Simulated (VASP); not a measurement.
Write the native input for VASP 6.6.1 that does the following.

```yaml
Task: single point
Functional: PBE
Dispersion: D3(BJ)
Potentials_or_basis: VASP PAW PBE potentials, release 64 (Ti_sv, O)
Cutoff: 520 eV
k_mesh: 6 × 6 × 10
Occupations: gaussian, width 0.02 eV
Spin: no spin polarisation
Dipole_correction: no
Further_INCAR_settings: ALGO = Normal; EDIFF = 1e-06; NBANDS = 33
```

The structure of TiO2 lies in POSCAR:

```
TiO2
1.0
    4.6081702544      0.0000000000      0.0000000000
    0.0000000000      4.6081702544      0.0000000000
    0.0000000000      0.0000000000      2.9542634167
Ti O
2 4
Direct
    0.0000000000      0.0000000000      0.0000000000
    0.5000000000      0.5000000000      0.5000000000
    0.3043792196      0.3043792196      0.0000000000
    0.1956207804      0.8043792196      0.5000000000
    0.6956207804      0.6956207804      0.0000000000
    0.8043792196      0.1956207804      0.5000000000
```

These files were run (other wordings do the same):

INCAR

```
  PREC = Accurate
  ENCUT = 520
  EDIFF = 1E-6
  ISMEAR = 0
  SIGMA = 0.02
  LREAL = False
  LASPH = True
  NELM = 60
  ALGO = Normal
  ISIF = 2
  LWAVE = False
  LCHARG = False
  GGA = PE
  IVDW = 12
  NBANDS = 33
```

KPOINTS

```
Automatic mesh
0
Gamma
  6 6 10
```

Potentials or basis: VASP PAW PBE potentials, release 64 (Ti_sv, O).

Launch:

```console
$ cat potpaw_PBE.64/Ti_sv/POTCAR potpaw_PBE.64/O/POTCAR > POTCAR
$ mpirun -np 1 vasp_std > vasp.out
```

Results of the run:

```json
{
  "Pressure": "0.6 GPa",
  "Largest force": "0.026 eV/Å",
  "Band gap on the k mesh": "1.84 eV, direct",
  "Dispersion energy per atom": "-0.247 eV"
}
```

It took 71 s on 1 thread of AMD EPYC 9R45 96-Core Processor (Zen 5), on a shared host, peak memory 0.21 GiB.
